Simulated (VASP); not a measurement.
## Co: single point with PBE

Crystal: Co.

```
Co
1.0
     2.48736    0.00000    0.00000
    -1.24368    2.15412    0.00000
     0.00000    0.00000    4.06329
Co
2
Direct
  0.66667 0.33333 0.25986
  0.33333 0.66667 0.74014
```

```json
{
 "Program": "VASP 6.6.1",
 "Task": "single point",
 "Functional": "PBE",
 "Potentials or basis": "VASP PAW PBE potentials, release 64 (Co)",
 "Cutoff": "520 eV",
 "k mesh": "9 × 9 × 4",
 "Occupations": "gaussian, width 0.1 eV",
 "Spin": "collinear spin, ferromagnetic start",
 "Starting moments": "[2.0, 2.0] μB"
}
```

```
Pressure                                              : -0.7 GPa
Largest force                                         : 0.503 eV/Å
Net moment                                            : 3.19 μB per cell
Site moments                                          : Co +1.61 μB
Valence electrons inside the program's atomic spheres : Co 8.27
```

Forces in eV/Å, atoms in the order of the input:
```
Co   0.000  0.000 -0.503
Co   0.000  0.000  0.503
```

Stress tensor (GPa, compression positive):
```
-0.99  0.00  0.00
 0.00 -0.99  0.00
 0.00  0.00  0.01
```

Levels at points of the mesh, in eV from the Fermi level:
Spin up:
| k point | band 7 | band 8 | band 9 | band 10 | band 11 | band 12 | band 13 | band 14 | band 15 | band 16 |
| --- | --- | --- | --- | --- | --- | --- | --- | --- | --- | --- |
| (0.00, 0.00, 0.00) | -2.33 | -1.94 | -1.94 | -0.87 | -0.87 | -0.21 | 6.10 | 22.02 | 24.66 | 24.66 |
| (0.00, 0.00, 0.50) | -2.66 | -2.66 | -1.29 | -1.29 | -1.09 | -1.09 | 14.10 | 15.26 | 22.62 | 22.86 |
Spin down:
```csv
k point,band 3,band 4,band 5,band 6,band 7,band 8,band 9,band 10,band 11,band 12
"(0.00, 0.00, 0.00)",-1.12,-1.03,-1.03,-0.71,-0.71,-0.22,-0.13,-0.13,1.02,1.02
"(0.00, 0.00, 0.50)",-1.84,-1.38,-1.08,-1.08,-1.07,-1.07,0.60,0.60,0.74,0.74
```

Run time: 51 s on 1 thread of AMD EPYC 7R43 64-Core Processor (Zen 3), on a shared host, peak memory 0.11 GiB.

Caveat: the k points lie up to 0.39 Å⁻¹ apart.
